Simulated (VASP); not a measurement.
Sb, 4 atoms in the cell. The typed cell holds 4 atoms: a = 3.214 Å, b = 6.269 Å, c = 6.237 Å, α = 88.76°, β = 91.41°, γ = 89.44°. 

```yaml
Program: VASP 6.6.1
Task: relaxation of cell and atoms
Functional: PBE
Potentials_or_basis: VASP PAW PBE potentials, release 64 (Sb)
Cutoff: 600 eV
k_mesh: 8 × 4 × 4
Occupations: gaussian, width 0.2 eV
Spin: no spin polarisation
Dipole_correction: no
Further_INCAR_settings: ALGO = Normal; EDIFF = 1e-07; IBRION = 2; EDIFFG = -0.025; NSW = 80; ISIF = 3
```

Potentials or basis: VASP PAW PBE potentials, release 64 (Sb).

Command:

```console
$ cat potpaw_PBE.64/Sb/POTCAR > POTCAR
$ mpirun -np 1 vasp_std > vasp.out
```

Hardware: 1 thread of Intel(R) Xeon(R) 6975P-C (Granite Rapids) (shared host).

Problem. How long does it take, and how much memory?

Solution. Run time: 14 min on 1 thread of Intel(R) Xeon(R) 6975P-C (Granite Rapids), on a shared host, peak memory 0.35 GiB. Counts: scf iterations 197, k points 68, ion steps 30.
